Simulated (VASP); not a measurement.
# CuO (Cc) in VASP: single point with PBEsol

Aim: the single point of CuO with PBEsol.

Everything below comes from runs of VASP 6.6.1. Logs are shortened: lines on timing, memory, paths and dates and some standing lists are left out, and cuts for length are marked.

## Step 1: The cell of the first run

Symmetry: Cc, No. 9, monoclinic system. The conventional cell has a = 4.689 Å, b = 3.427 Å, c = 5.132 Å, α = 90.00°, β = 99.65°, γ = 90.00°. Within 2.5 Å of Cu (site symmetry 1) lie 4 O at 1.91 to 2.02 Å. Within 2.5 Å of O (site symmetry 1) lie 4 Cu at 1.91 to 2.02 Å.

## Step 2: Single point, PBEsol, collinear spin

INCAR reads:

```
SYSTEM = CuO
PREC = Accurate
ENCUT = 700
EDIFF = 1E-6
ISMEAR = 0
SIGMA = 0.1
LREAL = .FALSE.
LASPH = .TRUE.
NELM = 200
ALGO = Normal
ISIF = 2
LWAVE = .FALSE.
LCHARG = .TRUE.
ISPIN = 2
MAGMOM = 1 1 0 0
LORBIT = 11
LMAXMIX = 4
GGA = PS
LELF = .TRUE.
LVHAR = .TRUE.
NBANDS = 37
GGA_COMPAT = .FALSE.
```

KPOINTS reads:

```
Automatic mesh
0
G
  6 6 4
  0 0 0
```

POSCAR reads:

```
CuO
1.0
    2.3446500000     -1.7134000000      0.0000000000
    2.3446500000      1.7134000000      0.0000000000
   -0.8605500000      0.0000000000      5.0594400000
Cu O
2 2
Direct
    0.0032000000      0.4968000000      0.0000000000
    0.4968000000      0.0032000000      0.5000000000
    0.5714000000      0.4056000000      0.2537000000
    0.4056000000      0.5714000000      0.7537000000
```

Potentials or basis: VASP PAW PBE potentials, release 64 (Cu_sv_GW, O).

Started as:

```
$ cat potpaw_PBE.64/Cu_sv_GW/POTCAR potpaw_PBE.64/O/POTCAR > POTCAR
$ mpirun -np 1 vasp_std > vasp.out
```

OUTCAR:

```text
SYSTEM = CuO
   PREC = Accurate
   ENCUT = 700
   EDIFF = 1E-6
   ISMEAR = 0
   LREAL = .FALSE.
   LASPH = .TRUE.
   NELM = 200
   ISIF = 2
   ISPIN = 2
   LORBIT = 11
   GGA = PS

 ion  position               nearest neighbor table
   1  0.003  0.497  0.000-   4 1.91   3 1.93   4 1.98   3 2.02
   2  0.497  0.003  0.500-   3 1.91   4 1.93   3 1.98   4 2.02
   3  0.571  0.406  0.254-   2 1.91   1 1.93   2 1.98   1 2.02
   4  0.406  0.571  0.754-   1 1.91   2 1.93   1 1.98   2 2.02

  LATTYP: Found a base centered monoclinic cell.
 ALAT       =     4.6893000000
 B/A-ratio  =     0.7307700510
 C/A-ratio  =     1.0944283424
 COS(beta)  =    -0.1676798048

  Lattice vectors:

 A1 = (   2.3446500000,  -1.7134000000,   0.0000000000)
 A2 = (   2.3446500000,   1.7134000000,   0.0000000000)
 A3 = (  -0.8605500000,   0.0000000000,   5.0594400000)

Analysis of symmetry for initial positions (statically):
=====================================================================
 Subroutine PRICEL returns:
 Original cell was already a primitive cell.

 Routine SETGRP: Setting up the symmetry group for a
 base centered monoclinic supercell.

 Subroutine GETGRP returns: Found  2 space group operations
 (whereof  1 operations were pure point group operations)
 out of a pool of  4 trial point group operations.

The static configuration has the point symmetry C_1 .
 The point group associated with its full space group is C_1h.

Analysis of symmetry for dynamics (positions and initial velocities):
=====================================================================
 Subroutine PRICEL returns:
 Original cell was already a primitive cell.

 Routine SETGRP: Setting up the symmetry group for a
 base centered monoclinic supercell.

 Subroutine GETGRP returns: Found  2 space group operations
 (whereof  1 operations were pure point group operations)
 out of a pool of  4 trial point group operations.

The dynamic configuration has the point symmetry C_1 .
 The point group associated with its full space group is C_1h.

Analysis of structural, dynamic, and magnetic symmetry:
=====================================================================
 Subroutine PRICEL returns:
 Original cell was already a primitive cell.

 Routine SETGRP: Setting up the symmetry group for a
 base centered monoclinic supercell.

 Subroutine GETGRP returns: Found  2 space group operations
 (whereof  1 operations were pure point group operations)
 out of a pool of  4 trial point group operations.

The overall configuration has the point symmetry C_1 .
 The point group associated with its full space group is C_1h.

 Subroutine INISYM returns: Found  2 space group operations
 (whereof  1 operations are pure point group operations),
 and found     1 'primitive' translations

----------------------------------------------------------------------------------------

                                     Primitive cell

  volume of cell :      40.6508

  direct lattice vectors                    reciprocal lattice vectors
     2.344650000 -1.713400000  0.000000000     0.213251445 -0.291817439  0.036271510
     2.344650000  1.713400000  0.000000000     0.213251445  0.291817439  0.036271510
    -0.860550000  0.000000000  5.059440000     0.000000000  0.000000000  0.197650333

  length of vectors
     2.903984019  2.903984019  5.132102826     0.363248151  0.363248151  0.197650333

  position of ions in fractional coordinates (direct lattice)
     0.003200000  0.496800000  0.000000000
     0.496800000  0.003200000  0.500000000
     0.571400000  0.405600000  0.253700000
     0.405600000  0.571400000  0.753700000

  ion indices of the primitive-cell ions
   primitive index   ion index
                 1           1
                 2           2
                 3           3
                 4           4

----------------------------------------------------------------------------------------

 KPOINTS: Automatic mesh

Automatic generation of k-mesh.
 Grid dimensions read from file:
 generate k-points for:    6    6    4

 Generating k-lattice:

  Cartesian coordinates                     Fractional coordinates (reciprocal lattice)
     0.035541907 -0.048636240  0.006045252     0.166666667 -0.000000000  0.000000000
     0.035541907  0.048636240  0.006045252    -0.000000000  0.166666667  0.000000000
     0.000000000  0.000000000  0.049412583     0.000000000  0.000000000  0.250000000

  Length of vectors
     0.060541358  0.060541358  0.049412583

  Shift w.r.t. Gamma in fractional coordinates (k-lattice)
     0.000000000  0.000000000  0.000000000

 Subroutine IBZKPT returns following result:
 ===========================================

 Found     47 irreducible k-points:

 Following reciprocal coordinates:
            Coordinates               Weight
  0.000000  0.000000  0.000000      1.000000
  0.166667  0.000000 -0.000000      4.000000
  0.333333 -0.000000  0.000000      4.000000
  0.500000  0.000000  0.000000      2.000000
  0.166667  0.166667 -0.000000      2.000000
  0.333333  0.166667  0.000000      4.000000
[... 16 lines left out ...]
 -0.333333  0.166667  0.250000      4.000000
 -0.166667  0.166667  0.250000      4.000000
 [... further k-points ...]
   k-points           NKPTS =     47   k-points in BZ     NKDIM =     47   number of bands    NBANDS=     37
   number of dos      NEDOS =    301   number of ions     NIONS =      4
   total plane-waves  NPLWV =  37632
   dimension x,y,z NGX =    28 NGY =   28 NGZ =   48
   dimension x,y,z NGXF=    56 NGYF=   56 NGZF=   96
   ions per type =               2   2
   NGX,Y,Z   is equivalent  to a cutoff of  16.03, 16.03, 15.55 a.u.
   NGXF,Y,Z  is equivalent  to a cutoff of  32.06, 32.06, 31.10 a.u.
 SYSTEM =  CuO
   PREC   = accura    normal or accurate (medium, high low for compatibility)
   ISTART =      0    job   : 0-new  1-cont  2-samecut
   ICHARG =      2    charge: 1-file 2-atom 10-const
   ISPIN  =      2    spin polarized calculation?
   LNONCOLLINEAR =      F non collinear calculations
   LSORBIT =      F    spin-orbit coupling
   LASPH  =      T    aspherical Exc in radial PAW
   ENCUT  =  700.0 eV  51.45 Ry    7.17 a.u.   6.26  6.26 11.07*2*pi/ulx,y,z
   NELM   =    200;   NELMIN=  2; NELMDL= -5     # of ELM steps
   EDIFF  = 0.1E-05   stopping-criterion for ELM
   LREAL  =      F    real-space projection
   EDIFFG = 0.1E-04   stopping-criterion for IOM
   NSW    =      0    number of steps for IOM
   IBRION =     -1    ionic relax: 0-MD 1-quasi-New 2-CG
   NFREE  =      0    steps in history (QN), initial steepest desc. (CG)
   ISIF   =      2    stress and relaxation
   ISYM   =      2    0-nonsym 1-usesym 2-fastsym
   POTIM  = 0.5000    time-step for ionic-motion
   TEBEG  =    0.0;   TEEND  =   0.0 temperature during run
   PSTRESS=    0.0 pullay stress
   NELECT =      50.0000    total number of electrons
   NUPDOWN=      -1.0000    fix difference up-down
   EMIN   =  10.00;   EMAX   =-10.00  energy-range for DOS
   EFERMI =   0.00;   METHOD = LEGACY
   ISMEAR =     0;   SIGMA  =   0.10  broadening in eV -4-tet -1-fermi 0-gaus
   EFERMI_NEDOS =   21; number of points for ismear=-14 and -15
   IALGO  =     38    algorithm
   IMIX   =      4    mixing-type and parameters
     AMIX     =   0.40;   BMIX     =  1.00
     AMIX_MAG =   1.60;   BMIX_MAG =  1.00
  volume/ion in A,a.u.               =      10.16        68.58
  Fermi-wavevector in a.u.,A,eV,Ry     =   1.754049  3.314672 41.860887  3.076688
  Thomas-Fermi vector in A             =   2.824066
   LORBIT       =     11    0 simple, 1 ext, 2 COOP (PROOUT), +10 PAW based schemes
   GGA     = PS    functional components
   LHFCALC =     F    Hartree Fock is set to
   AEXX    =    0.0000 exact exchange contribution
   IVDW    =     0    specifies the selected vdW correction
   LEPSILON=     F    determine dielectric tensor
   LRPA    =     F    only Hartree local field effects (RPA)
 spin polarized calculation
 Gauss-broadening in eV      SIGMA  =   0.10
  energy-cutoff  :      700.00
  volume of cell :       40.65
 maximum number of plane-waves:      1722
 NGX is ok and might be reduce to    28
   NGX = 13   NGY = 13   NGZ = 23

 number of electron      49.9999991 magnetization       0.0056120

 Free energy of the ion-electron system (eV)
  ---------------------------------------------------
  ext. energy  EPLUGINS =         0.00000000
  ---------------------------------------------------
  free energy    TOTEN  =       -21.47782166 eV

  energy without entropy =      -21.46448464  energy(sigma->0) =      -21.47115315

 E-fermi :   5.5378     XC(G=0): -12.5405

 val. band max:        5.5330958514   @ k =   0.1667   0.0000  -0.0000
 cond. band min:       5.5391843471   @ k =  -0.3333   0.0000   0.2500
 fundamental gap:      0.0060884957
 Fermi energy:         5.5377656953

 spin component 1

 k-point     1 :       0.0000    0.0000    0.0000
  band No.  band energies     occupation
      1    -106.7035      1.00000
      2    -106.7030      1.00000
      3     -64.3967      1.00000
      4     -64.3961      1.00000
      5     -64.3635      1.00000
      6     -64.3548      1.00000
[... 949 lines left out ...]
     36      27.4805      0.00000
     37      27.8114      0.00000

 [... further k-points ...]

 spin component 2

 k-point     1 :       0.0000    0.0000    0.0000
  band No.  band energies     occupation
      1    -106.7011      1.00000
      2    -106.7005      1.00000
      3     -64.3937      1.00000
      4     -64.3932      1.00000
      5     -64.3607      1.00000
      6     -64.3520      1.00000
[... 949 lines left out ...]
     36      27.4801      0.00000
     37      27.8122      0.00000

 [... further k-points ...]

------------------------ aborting loop because EDIFF is reached ----------------------------------------

  FORCE on cell =-STRESS in cart. coord.  units (eV):
  Direction    XX          YY          ZZ          XY          YZ          ZX
  --------------------------------------------------------------------------------------
  -------------------------------------------------------------------------------------
  Total       -1.5330099     -0.8410534     -1.8447259      0.0000000      0.0000000     -0.2625104
  in kB      -60.4207762    -33.1485786    -72.7064923      0.0000000      0.0000000    -10.3463658
  external PRESSURE =     -55.4252824 kB  Pullay stress =       0.0000000 kB

 VOLUME and BASIS-vectors are now :
 -----------------------------------------------------------------------------
  energy-cutoff  :      700.00
  volume of cell :       40.65
      direct lattice vectors                 reciprocal lattice vectors
     2.344650000 -1.713400000  0.000000000     0.213251445 -0.291817439  0.036271510
     2.344650000  1.713400000  0.000000000     0.213251445  0.291817439  0.036271510
    -0.860550000  0.000000000  5.059440000     0.000000000  0.000000000  0.197650333

 POSITION                                       TOTAL-FORCE (eV/Angst)
 -----------------------------------------------------------------------------------
      1.17233      0.84573      0.00000        -0.590183      0.332734      0.228727
      0.74205     -0.84573      2.52972        -0.590183     -0.332734      0.228727
      2.07240     -0.28408      1.28358         0.590183      0.421625     -0.228727
      1.64213      0.28408      3.81330         0.590183     -0.421625     -0.228727
 -----------------------------------------------------------------------------------
    total drift:                               -0.000682      0.000000      0.001291

  FREE ENERGIE OF THE ION-ELECTRON SYSTEM (eV)
  ---------------------------------------------------
  free  energy   TOTEN  =       -21.4778216599 eV

  energy  without entropy=      -21.4644846398  energy(sigma->0) =      -21.47115315

 total charge

# of ion       s       p       d       f       tot
--------------------------------------------------
    1        2.244   6.381   8.864   0.013  17.502
    2        2.244   6.381   8.864   0.013  17.502
    3        1.567   3.366   0.000   0.000   4.933
    4        1.567   3.366   0.000   0.000   4.933
--------------------------------------------------
tot          7.624  19.492  17.728   0.026  44.870

 magnetization (x)

# of ion       s       p       d       f       tot
--------------------------------------------------
    1        0.000   0.000   0.001   0.000   0.001
    2        0.000   0.000   0.001   0.000   0.001
    3        0.000   0.001   0.000   0.000   0.001
    4        0.000   0.001   0.000   0.000   0.001
--------------------------------------------------
tot          0.000   0.001   0.003   0.000   0.004
```

Run time: 5.2 min. Hardware: 1 thread of AMD EPYC 7R13 (Zen 3), shared host; peak memory 0.29 GiB.

Results:

* Free energy: -21.4778 eV
* Pressure: -5.5 GPa
* Largest force: 0.761 eV/Å
* Band gap on the k mesh: zero (filled and empty bands overlap)
* Net moment: 0.01 μB per cell
* Valence electrons inside the program's atomic spheres: Cu 17.50; O 4.93

Forces in eV/Å, atoms in the order of the input:
```
Cu  -0.590  0.333  0.229
Cu  -0.590 -0.333  0.229
O    0.590  0.422 -0.229
O    0.590 -0.422 -0.229
```

Caveat: the k points lie up to 0.38 Å⁻¹ apart, too coarse for converged energies and pressures of a metal; the PAW data sets were made with another functional, which shifts forces and pressure a little; semilocal functionals often make such compounds metallic where correlation or magnetic order opens a gap, which also shifts bond lengths.
